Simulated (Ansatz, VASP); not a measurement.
Cu5Au: VASP beside Ansatz

```
CELL_PARAMETERS angstrom
0.00000 0.00000 -4.31200
-3.96872 -2.29134 0.00000
0.00000 4.58268 0.00000
ATOMIC_POSITIONS crystal
Cu 0.75000 0.65263 0.66667
Cu 0.75000 0.00000 0.31930
Cu 0.75000 0.34737 0.01404
Cu 0.25000 0.33333 0.33333
Cu 0.25000 0.66667 0.00000
Au 0.25000 0.00000 0.66667
```

Alike in both runs: functional PBE; k mesh 8 × 12 × 12; occupations gaussian, width 0.1 eV; no spin polarisation.

Ansatz relaxed the structure, and its values are those at the end. VASP's run is a single point on that final structure, the one shown.

|  | VASP | Ansatz |
| --- | --- | --- |
| version | VASP 6.6.1 | Ansatz 0.2.0 |
| potentials or method | VASP PAW PBE potentials, release 64 (Cu, Au), cutoff 520 eV | scalar-relativistic, plane waves, PAW |
| valence electrons in the cell | 66 | 114 |

Ansatz gave:

```
gap on the k mesh at the Fermi level (eV) : none
pressure (GPa)                            : 0.0
```

**Question.** Which values does VASP return?

**Answer.** gap on the k mesh at the Fermi level (eV): none; pressure (GPa): 0.2.

A gap of «none» marks a metal or a gap that the smearing closes. VASP's potentials hold 66 valence electrons a cell and Ansatz's 114, so a difference there can come from the potentials and not from the codes.

Neither program's run includes spin-orbit coupling.
